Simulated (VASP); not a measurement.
## Al: single point with PBE+D3(BJ)

Al:

```
Al
1.0
     2.97200    0.00000    0.00000
    -1.48600    2.57383    0.00000
     0.00000    0.00000    7.64420
Al
4
Direct
  0.00000 0.00000 0.00000
  0.33333 0.66667 0.25000
  0.00000 0.00000 0.50000
  0.66667 0.33333 0.75000
```

This isn't the form of Al at room conditions, which is fcc.

| Item | Value |
| --- | --- |
| Program | VASP 6.6.1 |
| Task | single point |
| Functional | PBE |
| Dispersion | D3(BJ) |
| Potentials or basis | VASP PAW PBE potentials, release 64 (Al) |
| Cutoff | 520 eV |
| k mesh | 18 × 18 × 4 |
| Occupations | gaussian, width 0.15 eV |
| Spin | no spin polarisation |

The pressure is 15.5 GPa. The band gap on the k mesh is zero (bands 6 and 7 overlap by 10.04 eV) and the dispersion energy per atom is -0.382 eV.

Stress tensor (GPa, compression positive):
```
 7.54  0.00  0.00
 0.00  7.54  0.00
 0.00  0.00 31.44
```

Levels at points of the mesh, in eV from the Fermi level:
```csv
k point,band 4,band 5,band 6,band 7,band 8,band 9
"(0.00, 0.00, 0.00)",-3.07,-1.29,7.82,7.82,8.26,8.26
"(0.50, 0.00, 0.00)",-4.36,-3.86,-3.60,1.71,2.15,3.22
"(0.00, 0.00, 0.50)",-6.44,3.07,3.07,8.27,8.27,8.27
"(0.50, 0.00, 0.50)",-5.78,-1.58,-1.58,-0.73,-0.73,3.82
```

It took 82 s on 1 thread of Intel Xeon 8259CL, on a shared host, peak memory 0.22 GiB.

Caveat: the stress differs along the axes, from 8 to 31 GPa.
